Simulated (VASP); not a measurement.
**SrO: single point with r2SCAN**

SrO:

```
Sr O
1.0
     4.31230    0.00000    0.00000
    -2.15615    3.73456    0.00000
     0.00000    0.00000    5.19541
Sr O
2 2
Cartesian
  0.0000 2.4897 4.8707
  2.1561 1.2449 2.2730
  0.0000 2.4897 2.2730
  2.1561 1.2449 4.8707
```

```yaml
Program: VASP 6.6.1
Task: single point
Functional: r2SCAN
Potentials_or_basis: VASP PAW PBE potentials, release 64 (Sr_sv, O)
Cutoff: 520 eV
k_mesh: 6 × 6 × 4
Occupations: gaussian, width 0.01 eV
Spin: no spin polarisation
```

```yaml
Pressure: -1.7 GPa
Band_gap_on_the_k_mesh: 2.93 eV
```

Stress tensor (GPa, compression positive):
```
-1.60  0.00  0.00
 0.00 -1.60  0.00
 0.00  0.00 -1.82
```

Levels at points of the mesh, in eV from the valence-band top:
```tsv
k point	band 13	band 14	band 15	band 16	band 17	band 18	band 19	band 20
(0.00, 0.00, 0.00)	-0.86	-0.86	-0.37	0.00	2.93	6.66	6.66	7.53
(0.50, 0.00, 0.00)	-0.38	-0.37	-0.33	-0.26	4.58	5.22	5.58	7.65
(0.00, 0.00, 0.50)	-1.04	-1.04	-1.04	-1.04	4.62	4.62	8.34	8.34
(0.50, 0.00, 0.50)	-0.86	-0.86	-0.43	-0.43	5.22	5.22	7.87	7.87
```

Wall time 3 min on 1 thread of Intel Xeon 8259CL, on a shared host, peak memory 0.22 GiB.

Caveat: the PAW data sets were made with another functional, which shifts forces and pressure a little.
